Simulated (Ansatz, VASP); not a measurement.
NaCl in VASP and in Ansatz

```
CELL_PARAMETERS angstrom
3.82472 0.15070 -0.13129
-0.16853 7.41203 -0.35531
0.34198 -0.33979 8.53907
ATOMIC_POSITIONS crystal
Na 0.30271 0.73016 0.74360
Na 0.81308 0.33522 0.95655
Na 0.30560 0.95343 0.13043
Na 0.80469 0.59166 0.33341
Na 0.32203 0.20791 0.54192
Cl 0.81390 0.70899 0.01952
Cl 0.31965 0.31993 0.22909
Cl 0.81076 0.46435 0.63531
Cl 0.32116 0.09419 0.83968
Cl 0.29102 0.85097 0.43147
```

Alike in both runs: task single point; functional PBE; k mesh 5 × 3 × 3; occupations gaussian, width 0.02 eV; no spin polarisation.

```csv
,VASP,Ansatz
version,VASP 6.6.1,Ansatz 0.2.0
potentials or method,"VASP PAW PBE potentials, release 64 (Na_pv, Cl), cutoff 520 eV","scalar-relativistic, plane waves, PAW"
valence electrons in the cell,70,80
```

|  | VASP | Ansatz | Ansatz less VASP |
| --- | --- | --- | --- |
| gap on the k mesh at the Fermi level (eV) | 4.44 | 4.44 | -0.001 |
| least direct gap on the mesh (eV) | 4.51 | 4.51 | -0.001 |
| rms of the force components (eV/Å) | 0.014 | 0.014 | +0.0004 |

Atom by atom the forces differ by 0.001 eV/Å (rms over components). VASP's potentials hold 70 valence electrons a cell and Ansatz's 80, so a difference there can come from the potentials and not from the codes.
